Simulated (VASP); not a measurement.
Set up this calculation in VASP 6.6.1, as the native input.

```yaml
Task: single point
Functional: BLYP
Potentials_or_basis: VASP PAW PBE potentials, release 64 (Cu)
Cutoff: 520 eV
k_mesh: 14 × 14 × 14
Occupations: fermi-dirac, width 0.1 eV
Spin: no spin polarisation
Dipole_correction: no
Further_INCAR_settings: ALGO = Normal; EDIFF = 1e-06; NBANDS = 12
```

The structure of Cu lies in POSCAR:

```
Cu
1.0
    2.4557422890      0.0000000000      0.0000000000
    0.0000000000      2.4557422890      0.0000000000
    0.0000000000      0.0000000000      2.4557422890
Cu
1
Direct
    0.0000000000      0.0000000000      0.0000000000
```

These files were run (other wordings do the same):

INCAR

```
PREC     = Accurate       # precision mode
ENCUT    = 520            # plane-wave cutoff, eV
EDIFF    = 1E-6           # SCF threshold, eV
ISMEAR   = -1             # smearing method
SIGMA    = 0.1            # smearing width, eV
LREAL    = F              # projectors in reciprocal space
LASPH    = T              # aspherical terms in the spheres
NELM     = 80             # most SCF steps
ALGO     = Normal         # electronic algorithm
ISIF     = 2              # what is computed and relaxed
LWAVE    = F              # write WAVECAR
LCHARG   = F              # write CHGCAR
GGA      = B5             # functional
ALDAX    = 1.0          
AGGAX    = 1.0          
AGGAC    = 1.0          
ALDAC    = 0.0          
NBANDS   = 12             # bands
```

KPOINTS

```
regular mesh
0
Gamma
  14 14 14
```

Potentials or basis: VASP PAW PBE potentials, release 64 (Cu).

Command:

```bash
$ cat potpaw_PBE.64/Cu/POTCAR > POTCAR
$ mpirun -np 1 vasp_std > vasp.out
```

It gave:

| Quantity | Value |
| --- | --- |
| Pressure | 0.4 GPa |

Caveat: the PAW data sets were made with another functional, which shifts forces and pressure a little.

Run time: 12 s on 1 thread of Intel Xeon 6975P-C, with other jobs on the host, peak memory 0.13 GiB.
